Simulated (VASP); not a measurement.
HfN: single point with LDA

The system is HfN.

```
Hf N
1.0
     0.00000    2.25600    2.25600
     2.25600    0.00000    2.25600
     2.25600    2.25600    0.00000
Hf N
1 1
Cartesian
  0.0000 0.0000 0.0000
  2.2560 2.2560 2.2560
```

```json
{
 "Program": "VASP 6.6.1",
 "Task": "single point",
 "Functional": "LDA",
 "Potentials or basis": "VASP PAW LDA potentials, release 64 (Hf_pv, N)",
 "Cutoff": "520 eV",
 "k mesh": "11 × 11 × 11",
 "Occupations": "fermi-dirac, width 0.05 eV",
 "Spin": "no spin polarisation"
}
```

* Pressure: -9.5 GPa

Levels at points of the mesh, in eV from the Fermi level:
| k point | band 6 | band 7 | band 8 | band 9 | band 10 | band 11 |
| --- | --- | --- | --- | --- | --- | --- |
| (0.00, 0.00, 0.00) | -2.89 | -2.89 | -0.33 | -0.33 | -0.33 | 1.98 |

Wall time 5.3 s on 1 thread of Intel(R) Xeon(R) 6975P-C (Granite Rapids), with other jobs on the host, peak memory 0.14 GiB.

Caveat: spin-orbit coupling is left out, which moves the levels of the heavy elements.
